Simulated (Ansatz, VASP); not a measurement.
**Two plane-wave programs on InSb**

```
In Sb
1.0
     5.94927    0.00000    0.00000
     0.00000    5.96203    0.00000
     0.00000    0.00000    3.15273
In Sb
2 2
Direct
  0.00000 0.00000 0.00761
  0.50000 0.50000 0.99239
  0.00000 0.50000 0.21704
  0.50000 0.00000 0.78296
```

Alike in both runs: functional r2SCAN; k mesh 8 × 8 × 14; occupations gaussian, width 0.1 eV; no spin polarisation.

Ansatz relaxed the structure, and its values are those at the end. VASP's run is a single point on that final structure, the one shown.

|  | VASP | Ansatz |
| --- | --- | --- |
| version | VASP 6.6.1 | Ansatz 0.2.0 |
| potentials or method | VASP PAW PBE potentials, release 64 (In_d, Sb), cutoff 520 eV | scalar-relativistic, plane waves, PAW |
| valence electrons in the cell | 36 | 56 |

VASP gave:

- gap on the k mesh at the Fermi level (eV): none
- pressure (GPa): -0.1

Task: Estimate Ansatz's values.

Result: gap on the k mesh at the Fermi level (eV): none; pressure (GPa): 0.0.

VASP's potentials were made for PBE, not for r2SCAN. A gap of «none» marks a metal or a gap that the smearing closes. With one functional, cell and mesh, what is left measures potentials, basis and numerics. VASP's potentials hold 36 valence electrons a cell and Ansatz's 56, so a difference there can come from the potentials and not from the codes.

Spin-orbit coupling is off throughout.
